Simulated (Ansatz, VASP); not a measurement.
# Two plane-wave programs on Ga5P5H18

```
CELL_PARAMETERS angstrom
15.10000 0.00000 0.00000
0.00000 15.60000 0.00000
0.00000 0.00000 15.90000
ATOMIC_POSITIONS crystal
P 0.51261 0.41895 0.59006
P 0.51262 0.59178 0.42048
P 0.35001 0.40697 0.40872
P 0.65110 0.39765 0.39958
P 0.66897 0.60279 0.60086
Ga 0.42214 0.51043 0.51024
Ga 0.57833 0.30883 0.50425
Ga 0.59698 0.69636 0.49990
Ga 0.57832 0.50433 0.31244
Ga 0.59697 0.49989 0.69266
H 0.44940 0.37410 0.63990
H 0.33647 0.55003 0.54908
H 0.44941 0.64259 0.37647
H 0.50087 0.26396 0.45469
H 0.64945 0.25760 0.55457
H 0.52953 0.75080 0.55193
H 0.66926 0.73480 0.44066
H 0.40056 0.35307 0.35585
H 0.29165 0.34558 0.44432
H 0.29167 0.44326 0.34848
H 0.69685 0.34129 0.34428
H 0.72714 0.43569 0.43689
H 0.50086 0.45382 0.26841
H 0.64943 0.55561 0.26216
H 0.52952 0.55293 0.74607
H 0.66925 0.43952 0.73039
H 0.71851 0.65760 0.65464
H 0.74239 0.56243 0.56126
```

Alike in both runs: functional PBE; k mesh 1 × 1 × 1; occupations gaussian, width 0.05 eV; no spin polarisation.

Ansatz relaxed the structure, and its values are those at the end. VASP's run is a single point on that final structure, the one shown.

|  | VASP | Ansatz |
| --- | --- | --- |
| version | VASP 6.6.1 | Ansatz 0.2.0 |
| potentials or method | VASP PAW PBE potentials, release 64 (P, Ga_d, H), cutoff 520 eV | scalar-relativistic, plane waves, PAW |
| valence electrons in the cell | 108 | 108 |

VASP gave:

* gap on the k mesh at the Fermi level (eV): 4.44
* rms of the force components (eV/Å): 0.023

Task: What did Ansatz give for the same quantities?

Result: gap on the k mesh at the Fermi level (eV): 4.44; rms of the force components (eV/Å): 0.009.

Ansatz's warnings: xc potential rough in thin density.
